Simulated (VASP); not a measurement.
Set up this calculation in VASP 6.6.1, as the native input.

| Quantity | Value |
| --- | --- |
| Task | single point |
| Functional | LDA |
| Potentials or basis | VASP PAW LDA potentials, release 64 (Rb_sv, Cl) |
| Cutoff | 500 eV |
| k mesh | 5 × 5 × 5 |
| Occupations | fermi-dirac, width 0.1 eV |
| Spin | no spin polarisation |
| Dipole correction | no |
| Further INCAR settings | ALGO = Normal; EDIFF = 1e-06; NBANDS = 15 |

The structure of RbCl lies in POSCAR:

```
RbCl
1.0
    0.0000000000      3.2409270317      3.2409270317
    3.2409270317      0.0000000000      3.2409270317
    3.2409270317      3.2409270317      0.0000000000
Rb Cl
1 1
Direct
    0.0000000000      0.0000000000      0.0000000000
    0.5000000000      0.5000000000      0.5000000000
```

One way to write it, as run:

INCAR

```
SYSTEM = RbCl
PREC = Accurate
ENCUT = 500
EDIFF = 1E-6
ISMEAR = -1
SIGMA = 0.1
LREAL = .FALSE.
LASPH = .TRUE.
NELM = 120
ALGO = Normal
ISIF = 2
LWAVE = .FALSE.
LCHARG = .TRUE.
GGA = CA
LELF = .TRUE.
LVHAR = .TRUE.
NBANDS = 15
GGA_COMPAT = .FALSE.
```

KPOINTS

```
Automatic mesh
0
G
  5 5 5
  0 0 0
```

Potentials or basis: VASP PAW LDA potentials, release 64 (Rb_sv, Cl).

Run with:

```bash
$ cat potpaw_LDA.64/Rb_sv/POTCAR potpaw_LDA.64/Cl/POTCAR > POTCAR
$ mpirun -np 1 vasp_std > vasp.out
```

Results of the run:

```
Pressure               : -0.9 GPa
Band gap on the k mesh : 4.70 eV, direct
```

Wall time 22 s on 1 thread of Intel Xeon 8259CL (shared host), peak memory 0.17 GiB.
